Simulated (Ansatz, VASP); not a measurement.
## Sn: VASP beside Ansatz

File POSCAR:

```
Sn
1.0
    0.0000000000      3.3476045591      3.3476045591
    3.3476045591      0.0000000000      3.3476045591
    3.3476045591      3.3476045591      0.0000000000
Sn
2
Direct
    0.0000000000      0.0000000000      0.0000000000
    0.2500000000      0.2500000000      0.2500000000
```

File INCAR.step1:

```
SYSTEM = Sn
PREC = Accurate
ENCUT = 520
ISMEAR = 0
SIGMA = 0.1
LREAL = .False.
LASPH = .True.
NELM = 60
NBANDS = 21
GGA = PE
ALGO = Normal
EDIFF = 1E-4
LWAVE = .True.
LCHARG = .False.
```

INCAR.step2

```
SYSTEM = Sn
PREC = Accurate
ENCUT = 520
EDIFF = 1E-7
ISMEAR = 0
SIGMA = 0.1
LREAL = .False.
LASPH = .True.
NELM = 60
ALGO = Normal
ISIF = 2
LWAVE = .False.
LCHARG = .True.
METAGGA = R2SCAN
LMIXTAU = .True.
LELF = .True.
LVHAR = .True.
NBANDS = 21
ISTART = 1
```

The input KPOINTS:

```
Automatic mesh
0
Gamma
  12 12 12
  0 0 0
```

Input for Ansatz:

```yaml
crystal:
  lattice:
    - [0.0, 3.3476045591, 3.3476045591]
    - [3.3476045591, 0.0, 3.3476045591]
    - [3.3476045591, 3.3476045591, 0.0]
  atoms:
    - { symbol: Sn, position: [0.0, 0.0, 0.0] }
    - { symbol: Sn, position: [0.25, 0.25, 0.25] }
basis:
  ecutwfc: 500
kpoints:
  mp_grid: { grid: [12, 12, 12] }
hamiltonian:
  xc: r2scan
scf:
  occupations: { method: gaussian, width: 0.1 }
output:
  forces: true
  stress: true
  eigenvalues: true
```

Alike in both runs: task single point; functional r2SCAN; k mesh 12 × 12 × 12; occupations gaussian, width 0.1 eV; no spin polarisation.

```csv
,VASP,Ansatz
version,VASP 6.6.1,Ansatz 0.2.0
potentials or method,"VASP PAW PBE potentials, release 64 (Sn_d), cutoff 520 eV","scalar-relativistic, plane waves, PAW"
valence electrons in the cell,28,28
```

```csv
,VASP,Ansatz,Ansatz less VASP
gap on the k mesh at the Fermi level (eV),none,none,-
pressure (GPa),-2.2,-2.2,+0.04
```

VASP's potentials were made for PBE, not for r2SCAN. A gap of «none» marks a metal or a gap that the smearing closes.
